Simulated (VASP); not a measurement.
Write the native input for VASP 6.6.1 that does the following.

| Property | Result |
| --- | --- |
| Task | single point |
| Functional | r2SCAN |
| Potentials or basis | VASP PAW PBE potentials, release 64 (Sb, Mg) |
| Cutoff | 660 eV |
| k mesh | 8 × 8 × 4 |
| Occupations | gaussian, width 0.05 eV |
| Spin | no spin polarisation |
| Dipole correction | no |
| Further INCAR settings | ALGO = Normal; EDIFF = 1e-06; NBANDS = 16 |

The system is Mg3Sb2.

```xyz
5
Lattice="4.6043 0.0000 0.0000 -2.3021 3.9874 0.0000 0.0000 0.0000 7.1741" Properties=species:S:1:pos:R:3 pbc="T T T"
Sb    0.0000    2.6583    1.7699
Sb    2.3021    1.3291    5.4043
Mg    0.0000    0.0000    0.0000
Mg    0.0000    2.6583    4.6417
Mg    2.3021    1.3291    2.5325
```

One way to write it, as run:

POSCAR

```
Mg3Sb2
1.0
    4.6042563207      0.0000000000      0.0000000000
   -2.3021281604      3.9874029393      0.0000000000
    0.0000000000      0.0000000000      7.1741281828
Sb Mg
2 3
Direct
    0.3333333333      0.6666666667      0.2467000000
    0.6666666667      0.3333333333      0.7533000000
    0.0000000000      0.0000000000      0.0000000000
    0.3333333333      0.6666666667      0.6470000000
    0.6666666667      0.3333333333      0.3530000000
```

INCAR.step1

```
SYSTEM = Mg3Sb2
PREC = Accurate ; ENCUT = 660
ISMEAR = 0 ; SIGMA = 0.05
LREAL = .False. ; LASPH = .True.
NELM = 120 ; NBANDS = 16
GGA = PE ; ALGO = Normal
EDIFF = 1E-5 ; LWAVE = .True.
LCHARG = .False. ; GGA_COMPAT = .False.
```

INCAR.step2

```
SYSTEM = Mg3Sb2
PREC = Accurate ; ENCUT = 660
EDIFF = 1E-6 ; ISMEAR = 0
SIGMA = 0.05 ; LREAL = .False.
LASPH = .True. ; NELM = 120
ALGO = Normal ; ISIF = 2
LWAVE = .False. ; LCHARG = .True.
METAGGA = R2SCAN ; LMIXTAU = .True.
LELF = .True. ; LVHAR = .True.
NBANDS = 16 ; ISTART = 1
GGA_COMPAT = .False.
```

KPOINTS

```
Automatic mesh
0
Gamma
  8 8 4
  0 0 0
```

Potentials or basis: VASP PAW PBE potentials, release 64 (Sb, Mg).

Launch:

```console
$ cat potpaw_PBE.64/Sb/POTCAR potpaw_PBE.64/Mg/POTCAR > POTCAR
$ cp INCAR.step1 INCAR
$ mpirun -np 1 vasp_std > vasp.out
$ cp INCAR.step2 INCAR
$ mpirun -np 1 vasp_std > vasp.out
```

Results of the run:

The pressure is 0.6 GPa, the largest force is 0.780 eV/Å and the band gap on the k mesh is 0.72 eV (least direct gap 1.75 eV).

Caveat: the PAW data sets were made with another functional, which shifts forces and pressure a little; spin-orbit coupling is left out, which moves the levels of the heavy elements.

Run time: 6.2 min on 1 thread of Intel(R) Xeon(R) Platinum 8259CL CPU @ 2.50GHz (Skylake/Cascade Lake), with other jobs on the host, peak memory 0.4 GiB.
